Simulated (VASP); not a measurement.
# BiN (Fm-3m) in VASP: single point with PBE

Aim: the single point of BiN with PBE.

All numbers are computed with VASP 6.6.1; they aren't measurements. Logs are shortened: lines on timing, memory, paths and dates and some standing lists are left out, and cuts for length are marked.

## Step 1: The cell of the first run

It takes space group Fm-3m (No. 225, cubic). The conventional cell has a = 5.145 Å, b = 5.145 Å, c = 5.145 Å, α = 90.00°, β = 90.00°, γ = 90.00°. Within 3.4 Å of Bi (site symmetry m-3m) lie 6 N at 2.57 Å. N (site symmetry m-3m) has 6 Bi at 2.57 Å within 3.4 Å.

## Step 2: Single point, PBE

INCAR

```
SYSTEM = BiN
PREC = Accurate
ENCUT = 520
EDIFF = 1E-6
ISMEAR = 0
SIGMA = 0.02
LREAL = .FALSE.
LASPH = .TRUE.
NELM = 60
ALGO = Normal
ISIF = 2
LWAVE = .FALSE.
LCHARG = .TRUE.
GGA = PE
LELF = .TRUE.
LVHAR = .TRUE.
NBANDS = 17
```

KPOINTS

```
regular mesh
0
G
  12 12 12
  0 0 0
```

POSCAR

```
BiN
1.0
    0.0000000000      2.5726639099      2.5726639099
    2.5726639099      0.0000000000      2.5726639099
    2.5726639099      2.5726639099      0.0000000000
Bi N
1 1
Direct
    0.0000000000      0.0000000000      0.0000000000
    0.5000000000      0.5000000000      0.5000000000
```

Potentials or basis: VASP PAW PBE potentials, release 64 (Bi_d, N).

The run is started by

```bash
> cat potpaw_PBE.64/Bi_d/POTCAR potpaw_PBE.64/N/POTCAR > POTCAR
> mpirun -np 1 vasp_std > vasp.out
```

OUTCAR:

```text
SYSTEM = BiN
   PREC = Accurate
   ENCUT = 520
   EDIFF = 1E-6
   ISMEAR = 0
   LREAL = .FALSE.
   LASPH = .TRUE.
   NELM = 60
   ISIF = 2
   GGA = PE

 ion  position               nearest neighbor table
   1  0.000  0.000  0.000-   2 2.57   2 2.57   2 2.57   2 2.57   2 2.57   2 2.57
   2  0.500  0.500  0.500-   1 2.57   1 2.57   1 2.57   1 2.57   1 2.57   1 2.57

  LATTYP: Found a face centered cubic cell.
 ALAT       =     5.1453278198

  Lattice vectors:

 A1 = (   0.0000000000,   2.5726639099,   2.5726639099)
 A2 = (   2.5726639099,   0.0000000000,   2.5726639099)
 A3 = (   2.5726639099,   2.5726639099,   0.0000000000)

Analysis of symmetry for initial positions (statically):
=====================================================================
 Subroutine PRICEL returns:
 Original cell was already a primitive cell.

 Routine SETGRP: Setting up the symmetry group for a
 face centered cubic supercell.

 Subroutine GETGRP returns: Found 48 space group operations
 (whereof 48 operations were pure point group operations)
 out of a pool of 48 trial point group operations.

The static configuration has the point symmetry O_h .

Analysis of symmetry for dynamics (positions and initial velocities):
=====================================================================
 Subroutine PRICEL returns:
 Original cell was already a primitive cell.

 Routine SETGRP: Setting up the symmetry group for a
 face centered cubic supercell.

 Subroutine GETGRP returns: Found 48 space group operations
 (whereof 48 operations were pure point group operations)
 out of a pool of 48 trial point group operations.

The dynamic configuration has the point symmetry O_h .

 Subroutine INISYM returns: Found 48 space group operations
 (whereof 48 operations are pure point group operations),
 and found     1 'primitive' translations

----------------------------------------------------------------------------------------

                                     Primitive cell

  volume of cell :      34.0549

  direct lattice vectors                    reciprocal lattice vectors
     0.000000000  2.572663910  2.572663910    -0.194351076  0.194351076  0.194351076
     2.572663910  0.000000000  2.572663910     0.194351076 -0.194351076  0.194351076
     2.572663910  2.572663910  0.000000000     0.194351076  0.194351076 -0.194351076

  length of vectors
     3.638296193  3.638296193  3.638296193     0.336625939  0.336625939  0.336625939

  position of ions in fractional coordinates (direct lattice)
     0.000000000  0.000000000  0.000000000
     0.500000000  0.500000000  0.500000000

  ion indices of the primitive-cell ions
   primitive index   ion index
                 1           1
                 2           2

----------------------------------------------------------------------------------------

 KPOINTS: regular mesh

Automatic generation of k-mesh.
 Grid dimensions read from file:
 generate k-points for:   12   12   12

 Generating k-lattice:

  Cartesian coordinates                     Fractional coordinates (reciprocal lattice)
    -0.016195923  0.016195923  0.016195923     0.083333333  0.000000000  0.000000000
     0.016195923 -0.016195923  0.016195923     0.000000000  0.083333333  0.000000000
     0.016195923  0.016195923 -0.016195923     0.000000000  0.000000000  0.083333333

  Length of vectors
     0.028052162  0.028052162  0.028052162

  Shift w.r.t. Gamma in fractional coordinates (k-lattice)
     0.000000000  0.000000000  0.000000000

 Subroutine IBZKPT returns following result:
 ===========================================

 Found     72 irreducible k-points:

 Following reciprocal coordinates:
            Coordinates               Weight
  0.000000  0.000000  0.000000      1.000000
  0.083333  0.000000  0.000000      8.000000
  0.166667  0.000000  0.000000      8.000000
  0.250000  0.000000  0.000000      8.000000
  0.333333  0.000000  0.000000      8.000000
  0.416667  0.000000  0.000000      8.000000
[... 16 lines left out ...]
  0.500000  0.166667  0.000000     24.000000
 -0.416667  0.166667  0.000000     24.000000
 [... further k-points ...]
   k-points           NKPTS =     72   k-points in BZ     NKDIM =     72   number of bands    NBANDS=     17
   number of dos      NEDOS =    301   number of ions     NIONS =      2
   total plane-waves  NPLWV =  21952
   dimension x,y,z NGX =    28 NGY =   28 NGZ =   28
   dimension x,y,z NGXF=    56 NGYF=   56 NGZF=   56
   ions per type =               1   1
   NGX,Y,Z   is equivalent  to a cutoff of  12.79, 12.79, 12.79 a.u.
   NGXF,Y,Z  is equivalent  to a cutoff of  25.59, 25.59, 25.59 a.u.
 SYSTEM =  BiN
   PREC   = accura    normal or accurate (medium, high low for compatibility)
   ISTART =      0    job   : 0-new  1-cont  2-samecut
   ICHARG =      2    charge: 1-file 2-atom 10-const
   ISPIN  =      1    spin polarized calculation?
   LNONCOLLINEAR =      F non collinear calculations
   LSORBIT =      F    spin-orbit coupling
   LASPH  =      T    aspherical Exc in radial PAW
   ENCUT  =  520.0 eV  38.22 Ry    6.18 a.u.   6.76  6.76  6.76*2*pi/ulx,y,z
   NELM   =     60;   NELMIN=  2; NELMDL= -5     # of ELM steps
   EDIFF  = 0.1E-05   stopping-criterion for ELM
   LREAL  =      F    real-space projection
   EDIFFG = 0.1E-04   stopping-criterion for IOM
   NSW    =      0    number of steps for IOM
   IBRION =     -1    ionic relax: 0-MD 1-quasi-New 2-CG
   NFREE  =      0    steps in history (QN), initial steepest desc. (CG)
   ISIF   =      2    stress and relaxation
   ISYM   =      2    0-nonsym 1-usesym 2-fastsym
   POTIM  = 0.5000    time-step for ionic-motion
   TEBEG  =    0.0;   TEEND  =   0.0 temperature during run
   PSTRESS=    0.0 pullay stress
   NELECT =      20.0000    total number of electrons
   NUPDOWN=      -1.0000    fix difference up-down
   EMIN   =  10.00;   EMAX   =-10.00  energy-range for DOS
   EFERMI =   0.00;   METHOD = LEGACY
   ISMEAR =     0;   SIGMA  =   0.02  broadening in eV -4-tet -1-fermi 0-gaus
   EFERMI_NEDOS =   21; number of points for ismear=-14 and -15
   IALGO  =     38    algorithm
   IMIX   =      4    mixing-type and parameters
     AMIX     =   0.40;   BMIX     =  1.00
     AMIX_MAG =   1.60;   BMIX_MAG =  1.00
  volume/ion in A,a.u.               =      17.03       114.91
  Fermi-wavevector in a.u.,A,eV,Ry     =   1.370961  2.590741 25.572615  1.879534
  Thomas-Fermi vector in A             =   2.496701
   LORBIT       =      0    0 simple, 1 ext, 2 COOP (PROOUT), +10 PAW based schemes
   GGA     = PE    functional components
   LHFCALC =     F    Hartree Fock is set to
   AEXX    =    0.0000 exact exchange contribution
   IVDW    =     0    specifies the selected vdW correction
   LEPSILON=     F    determine dielectric tensor
   LRPA    =     F    only Hartree local field effects (RPA)
 non-spin polarized calculation
 Gauss-broadening in eV      SIGMA  =   0.02
  energy-cutoff  :      520.00
  volume of cell :       34.05
 maximum number of plane-waves:       941
   NGX = 13   NGY = 13   NGZ = 13

 number of electron      20.0000001 magnetization

 Free energy of the ion-electron system (eV)
  ---------------------------------------------------
  ext. energy  EPLUGINS =         0.00000000
  ---------------------------------------------------
  free energy    TOTEN  =       -10.69001142 eV

  energy without entropy =      -10.69001142  energy(sigma->0) =      -10.69001142

 E-fermi :   8.7420     XC(G=0): -11.2242

 val. band max:        8.6560005761   @ k =  -0.2500   0.1667   0.0000
 cond. band min:       8.8255960549   @ k =  -0.4167   0.0833   0.0000
 fundamental gap:      0.1695954787
 Fermi energy:         8.7420011541

 k-point     1 :       0.0000    0.0000    0.0000
  band No.  band energies     occupation
      1     -14.3882      2.00000
      2     -14.3882      2.00000
      3     -14.3882      2.00000
      4     -14.3025      2.00000
      5     -14.3025      2.00000
      6      -7.5902      2.00000
[... 9 lines left out ...]
     16      18.1901      0.00000
     17      18.1901      0.00000

 k-point     2 :       0.0833    0.0000    0.0000
  band No.  band energies     occupation
      1     -14.3875      2.00000
      2     -14.3842      2.00000
      3     -14.3842      2.00000
      4     -14.3036      2.00000
      5     -14.3036      2.00000
      6      -7.4901      2.00000
[... 9 lines left out ...]
     16      18.4288      0.00000
     17      19.6872      0.00000

 k-point     3 :       0.1667    0.0000    0.0000
  band No.  band energies     occupation
      1     -14.3859      2.00000
      2     -14.3753      2.00000
      3     -14.3753      2.00000
      4     -14.3044      2.00000
      5     -14.3044      2.00000
      6      -7.1937      2.00000
[... 9 lines left out ...]
     16      19.0058      0.00000
     17      21.3074      0.00000

 k-point     4 :       0.2500    0.0000    0.0000
  band No.  band energies     occupation
      1     -14.3842      2.00000
      2     -14.3697      2.00000
      3     -14.3697      2.00000
      4     -14.2988      2.00000
      5     -14.2988      2.00000
      6      -6.7143      2.00000
[... 9 lines left out ...]
     16      19.8021      0.00000
     17      22.5612      0.00000

 k-point     5 :       0.3333    0.0000    0.0000
  band No.  band energies     occupation
      1     -14.3828      2.00000
      2     -14.3716      2.00000
      3     -14.3716      2.00000
      4     -14.2858      2.00000
      5     -14.2858      2.00000
      6      -6.0869      2.00000
[... 9 lines left out ...]
     16      20.7901      0.00000
     17      22.8781      0.00000

 k-point     6 :       0.4167    0.0000    0.0000
  band No.  band energies     occupation
      1     -14.3822      2.00000
      2     -14.3759      2.00000
      3     -14.3759      2.00000
      4     -14.2731      2.00000
      5     -14.2731      2.00000
      6      -5.4128      2.00000
[... 9 lines left out ...]
     16      21.9374      0.00000
     17      22.3796      0.00000

 k-point     7 :       0.5000    0.0000    0.0000
  band No.  band energies     occupation
      1     -14.3821      2.00000
      2     -14.3779      2.00000
      3     -14.3779      2.00000
      4     -14.2680      2.00000
      5     -14.2680      2.00000
      6      -5.0437      2.00000
[... 9 lines left out ...]
     16      23.0121      0.00000
     17      23.0121      0.00000

 k-point     8 :       0.0833    0.0833    0.0000
  band No.  band energies     occupation
      1     -14.3918      2.00000
      2     -14.3803      2.00000
      3     -14.3803      2.00000
      4     -14.3095      2.00000
      5     -14.2991      2.00000
      6      -7.4566      2.00000
[... 9 lines left out ...]
     16      18.9386      0.00000
     17      19.6934      0.00000
[... 203 lines left out ...]
      1     -14.4017      2.00000
      2     -14.3586      2.00000
      3     -14.3586      2.00000
      4     -14.3313      2.00000
      5     -14.2897      2.00000
      6      -7.0597      2.00000
[... 9 lines left out ...]
     16      20.6186      0.00000
     17      21.6784      0.00000

 k-point    20 :       0.2500    0.1667    0.0000
  band No.  band energies     occupation
      1     -14.4044      2.00000
      2     -14.3530      2.00000
      3     -14.3464      2.00000
      4     -14.3373      2.00000
      5     -14.2832      2.00000
      6      -6.7061      2.00000
[... 9 lines left out ...]
     16      21.5070      0.00000
     17      22.7746      0.00000

 k-point    21 :       0.3333    0.1667    0.0000
  band No.  band energies     occupation
      1     -14.4015      2.00000
      2     -14.3634      2.00000
      3     -14.3416      2.00000
      4     -14.3248      2.00000
      5     -14.2739      2.00000
      6      -6.1879      2.00000
[... 9 lines left out ...]
     16      22.2973      0.00000
     17      23.6444      0.00000

 k-point    22 :       0.4167    0.1667    0.0000
  band No.  band energies     occupation
      1     -14.3980      2.00000
      2     -14.3673      2.00000
      3     -14.3440      2.00000
      4     -14.3126      2.00000
      5     -14.2658      2.00000
      6      -5.5615      2.00000
[... 9 lines left out ...]
     16      23.0925      0.00000
     17      23.5081      0.00000

 k-point    23 :       0.5000    0.1667    0.0000
  band No.  band energies     occupation
      1     -14.3959      2.00000
      2     -14.3641      2.00000
      3     -14.3485      2.00000
      4     -14.3024      2.00000
      5     -14.2655      2.00000
      6      -4.9846      2.00000
[... 9 lines left out ...]
     16      22.8422      0.00000
     17      23.2902      0.00000

 k-point    24 :      -0.4167    0.1667    0.0000
  band No.  band energies     occupation
      1     -14.3910      2.00000
      2     -14.3627      2.00000
      3     -14.3512      2.00000
      4     -14.2935      2.00000
      5     -14.2760      2.00000
      6      -4.8655      2.00000
[... 9 lines left out ...]
     16      21.6313      0.00000
     17      23.4843      0.00000

 [... further k-points ...]
[... 5 lines left out ...]
  --------------------------------------------------------------------------------------
  -------------------------------------------------------------------------------------
  Total        0.0021158      0.0021158      0.0021158      0.0000000      0.0000000      0.0000000
  in kB        0.0995436      0.0995436      0.0995436      0.0000000      0.0000000      0.0000000
  external PRESSURE =       0.0995436 kB  Pullay stress =       0.0000000 kB

 VOLUME and BASIS-vectors are now :
 -----------------------------------------------------------------------------
  energy-cutoff  :      520.00
  volume of cell :       34.05
      direct lattice vectors                 reciprocal lattice vectors
     0.000000000  2.572663910  2.572663910    -0.194351076  0.194351076  0.194351076
     2.572663910  0.000000000  2.572663910     0.194351076 -0.194351076  0.194351076
     2.572663910  2.572663910  0.000000000     0.194351076  0.194351076 -0.194351076

 POSITION                                       TOTAL-FORCE (eV/Angst)
 -----------------------------------------------------------------------------------
      0.00000      0.00000      0.00000         0.000000     -0.000000     -0.000000
      2.57266      2.57266      2.57266        -0.000000      0.000000      0.000000
 -----------------------------------------------------------------------------------
    total drift:                                0.000000      0.000000      0.000000

  FREE ENERGIE OF THE ION-ELECTRON SYSTEM (eV)
  ---------------------------------------------------
  free  energy   TOTEN  =       -10.6900114244 eV

  energy  without entropy=      -10.6900114244  energy(sigma->0) =      -10.69001142
```

Wall time 44 s (1 thread of AMD EPYC 7R43 (Zen 3), shared host); peak memory 0.14 GiB.

Results:

```
Free energy            : -10.6900 eV
Pressure               : 0.0 GPa
Band gap on the k mesh : 0.17 eV, indirect (least direct gap 0.27 eV)
```

Levels at points of the mesh, in eV from the valence-band top:
```tsv
k point	band 7	band 8	band 9	band 10	band 11	band 12	band 13	band 14
(0.00, 0.00, 0.00)	-7.27	-2.07	-2.07	-2.07	6.25	6.25	6.25	9.08
(0.50, 0.00, 0.00)	-11.40	-1.49	-1.49	-0.83	0.71	2.57	2.57	9.09
(0.50, 0.50, 0.00)	-8.88	-6.62	-3.88	-3.88	4.73	4.92	5.88	5.88
```

Caveat: spin-orbit coupling is left out, which moves the levels of the heavy elements.
